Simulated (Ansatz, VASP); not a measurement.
LaSb in VASP and in Ansatz

```
La Sb
1.0
     0.03245    3.26123    3.26123
     3.26123    0.03245    3.26123
     3.26123    3.26123    0.03245
La Sb
1 1
Cartesian
  0.0000 0.0000 0.0000
  3.2774 3.2774 3.2774
```

Change from the starting cell: equal xy, yz and zx shear strains of +1 %.

Alike in both runs: task single point; functional PBEsol; k mesh 10 × 10 × 10; occupations fermi-dirac, width 0.05 eV; no spin polarisation.

```csv
,VASP,Ansatz
version,VASP 6.6.1,Ansatz 0.2.0
potentials or method,"VASP PAW PBE potentials, release 64 (La, Sb), cutoff 520 eV","all-electron LAPW, scalar-relativistic"
```

|  | VASP | Ansatz | Ansatz less VASP |
| --- | --- | --- | --- |
| pressure (GPa) | -1.0 | -0.9 | +0.04 |
| traceless stress, the component that is largest in VASP (GPa) | -0.19 | -0.19 | 0.000 |

VASP's potentials were made for PBE, not for PBEsol. Ansatz ran all-electron here, and VASP with PAW potentials.

Neither program's run includes spin-orbit coupling.
